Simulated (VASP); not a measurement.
Write the native input for VASP 6.6.1 that does the following.

```
Task                   : single point
Functional             : PBEsol
Potentials or basis    : VASP PAW PBE potentials, release 64 (Hf_pv, B)
Cutoff                 : 500 eV
k mesh                 : 6 × 6 × 4
Occupations            : gaussian, width 0.1 eV
Spin                   : no spin polarisation
Dipole correction      : no
Further INCAR settings : ALGO = Normal; EDIFF = 1e-06; NBANDS = 15
```

The structure of HfB2 (km) lies in POSCAR:

```
HfB2
1.0
    3.1272667380      0.0000000000      0.0000000000
   -1.5636333690      2.7082924395      0.0000000000
    0.0000000000      0.0000000000      3.4471809820
Hf B
1 2
Direct
    0.0000000000      0.0000000000      0.0000000000
    0.3333333333      0.6666666667      0.5000000000
    0.6666666667      0.3333333333      0.5000000000
```

These files were run (other wordings do the same):

INCAR

```
SYSTEM = HfB2
PREC = Accurate
ENCUT = 500
EDIFF = 1E-6
ISMEAR = 0
SIGMA = 0.1
LREAL = .False.
LASPH = .True.
NELM = 120
ALGO = Normal
ISIF = 2
LWAVE = .False.
LCHARG = .False.
GGA = PS
NBANDS = 15
GGA_COMPAT = .False.
```

KPOINTS

```
Automatic mesh
0
Gamma
  6 6 4
  0 0 0
```

Potentials or basis: VASP PAW PBE potentials, release 64 (Hf_pv, B).

Command:

```sh
$ cat potpaw_PBE.64/Hf_pv/POTCAR potpaw_PBE.64/B/POTCAR > POTCAR
$ mpirun -np 1 vasp_std > vasp.out
```

Results of the run:

```json
{
  "Pressure": "0.1 GPa",
  "Band gap on the k mesh": "zero (band 8 reaches 7.93 eV, above the bottom of band 9 at 7.41 eV)"
}
```

Caveat: the k points lie up to 0.46 Å⁻¹ apart; the PAW data sets were made with another functional, which shifts forces and pressure a little; spin-orbit coupling is left out, which moves the levels of the heavy elements.

Wall time 17 s on 1 thread of Intel Xeon 8259CL, on a shared host, peak memory 0.15 GiB.
